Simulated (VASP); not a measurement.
Wanted: the native input for a VASP 6.6.1 run.

- Task: relaxation of cell and atoms
- Functional: PBE
- Potentials or basis: VASP PAW PBE potentials, release 64 (N, Ga_d, Sb)
- Cutoff: 600 eV
- k mesh: 6 × 6 × 6
- Occupations: fermi-dirac, width 0.02 eV
- Spin: no spin polarisation
- Dipole correction: no
- Further INCAR settings: ALGO = Normal; EDIFF = 1e-06; IBRION = 2; EDIFFG = -0.005; NSW = 80; ISIF = 3

The structure of Ga4SbN3 lies in POSCAR:

```
Ga4SbN3
1.0
    4.6455334710      0.0000000000      0.0000000000
    0.0000000000      4.6455334710      0.0000000000
    0.0000000000      0.0000000000      4.6455334710
N Ga Sb
3 4 1
Direct
    0.5000000000      0.0000000000      0.0000000000
    0.0000000000      0.5000000000      0.0000000000
    0.0000000000      0.0000000000      0.5000000000
    0.2500000000      0.7500000000      0.7500000000
    0.7500000000      0.2500000000      0.7500000000
    0.7500000000      0.7500000000      0.2500000000
    0.2500000000      0.2500000000      0.2500000000
    0.5000000000      0.5000000000      0.5000000000
```

These files were run (other wordings do the same):

INCAR

```
SYSTEM = Ga4SbN3
PREC = Accurate
ENCUT = 600
EDIFF = 1E-6
ISMEAR = -1
SIGMA = 0.02
LREAL = .False.
LASPH = .True.
NELM = 100
ALGO = Normal
ISIF = 3
LWAVE = .False.
LCHARG = .False.
GGA = PE
IBRION = 2
NSW = 80
EDIFFG = -0.005
```

KPOINTS

```
regular mesh
0
Gamma
  6 6 6
  0 0 0
```

Potentials or basis: VASP PAW PBE potentials, release 64 (N, Ga_d, Sb).

Command:

```console
$ cat potpaw_PBE.64/N/POTCAR potpaw_PBE.64/Ga_d/POTCAR potpaw_PBE.64/Sb/POTCAR > POTCAR
$ mpirun -np 1 vasp_std > vasp.out
```

It gave:

| Quantity | Value |
| --- | --- |
| Relaxed volume | 15.61 Å³/atom |
| Relaxed cell | a = 4.998 Å, b = 4.998 Å, c = 4.998 Å, α = 90.00°, β = 90.00°, γ = 90.00° |
| Space group after relaxing (to 0.1 Å) | P-43m (No. 215) |
| Energy gained by relaxing | 1143.6 meV/atom |
| Ionic steps | 15 |
| Pressure after relaxing | 0.0 GPa |
| Band gap on the k mesh | zero (bands 36 and 37 overlap by 0.26 eV) |

Caveat: the volume moved by over 15 % at a fixed basis, so the end points are rough; semilocal functionals underestimate gaps, and a narrow one can read as zero; spin-orbit coupling is left out, which moves the levels of the heavy elements.

It took 9.9 min on 1 thread of Intel(R) Xeon(R) 6975P-C (Granite Rapids), on a shared host, peak memory 0.31 GiB.
